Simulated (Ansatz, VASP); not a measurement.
# KTaO3 in VASP and in Ansatz

Contents of POSCAR:

```
KTaO3
1.0
    4.0678241600      0.0000000000      0.0000000000
    0.0000000000      4.0678241600      0.0000000000
    0.0000000000      0.0000000000      4.0678241600
K Ta O
1 1 3
Direct
    0.5000000000      0.5000000000      0.5000000000
    0.0000000000      0.0000000000      0.0000000000
    0.5000000000      0.0000000000      0.0000000000
    0.0000000000      0.5000000000      0.0000000000
    0.0000000000      0.0000000000      0.5000000000
```

The input INCAR.step1:

```
SYSTEM = KTaO3
ALGO = Normal
EDIFF = 1E-4
ENCUT = 520
GGA = PE
ISMEAR = -1
LASPH = .TRUE.
LCHARG = .FALSE.
LREAL = .FALSE.
LWAVE = .TRUE.
NELM = 100
PREC = Accurate
SIGMA = 0.02
```

Contents of INCAR.step2:

```
SYSTEM = KTaO3
ALGO = Normal
EDIFF = 1E-7
EDIFFG = -0.01
ENCUT = 520
IBRION = 2
ISIF = 2
ISMEAR = -1
ISTART = 1
LASPH = .TRUE.
LCHARG = .FALSE.
LMIXTAU = .TRUE.
LREAL = .FALSE.
LWAVE = .FALSE.
METAGGA = R2SCAN
NELM = 100
NSW = 50
PREC = Accurate
SIGMA = 0.02
```

KPOINTS

```
k-points
0
G
  8 8 8
  0 0 0
```

Input for Ansatz:

```yaml
crystal:
  lattice:
    - [4.06782416, 0.0, 0.0]
    - [0.0, 4.06782416, 0.0]
    - [0.0, 0.0, 4.06782416]
  atoms:
    - { symbol: K, position: [0.5, 0.5, 0.5] }
    - { symbol: Ta, position: [0.0, 0.0, 0.0] }
    - { symbol: O, position: [0.5, 0.0, 0.0] }
    - { symbol: O, position: [0.0, 0.5, 0.0] }
    - { symbol: O, position: [0.0, 0.0, 0.5] }
  symmetry: { tolerance: 0.0003 }
hamiltonian:
  xc: r2scan
  pseudopotentials: { kind: paw, azcp: { folder: soft_1 } }
basis:
  ecutwfc: 500
magnetization:
  spin_polarized: false
scf:
  occupations: { method: fermi_dirac, width: 0.02 }
kpoints:
  mp_grid: { grid: [8, 8, 8], shift: [0, 0, 0] }
  band_path:
    path:
      - [0.0, 0.0, 0.0]
      - [0.0, 0.5, 0.0]
      - [0.5, 0.5, 0.0]
      - [0.0, 0.0, 0.0]
      - [0.5, 0.5, 0.5]
      - [0.0, 0.5, 0.0]
      - [0.5, 0.5, 0.5]
      - [0.5, 0.5, 0.0]
    npoints: 10
output:
  forces: true
  stress: true
  eigenvalues: true
  write_potential: true
  elf: true
  volumetric_format: npy
  dos: { e_range: [-12, 8], de: 0.05 }
relax:
  max_steps: 30
```

Alike in both runs: task relaxation of the atoms; functional r2SCAN; k mesh 8 × 8 × 8; occupations fermi-dirac, width 0.02 eV; no spin polarisation.

|  | VASP | Ansatz |
| --- | --- | --- |
| version | VASP 6.6.1 | Ansatz 0.2.0 |
| potentials or method | VASP PAW PBE potentials, release 64 (K_sv, Ta_pv, O), cutoff 520 eV | PAW plane waves |
| valence electrons in the cell | 38 | 40 |

|  | VASP | Ansatz | Ansatz less VASP |
| --- | --- | --- | --- |
| gap on the k mesh at the Fermi level, each at its own relaxed structure (eV) | 2.44 | 2.48 | +0.038 |

VASP's potentials were made for PBE, not for r2SCAN. VASP's potentials hold 38 valence electrons a cell and Ansatz's 40, so a difference there can come from the potentials and not from the codes. Ansatz's warnings: stress scf threshold loose.

Neither program's run includes spin-orbit coupling. Noted on VASP's run: the relaxation stopped at its first step, so nothing moved.
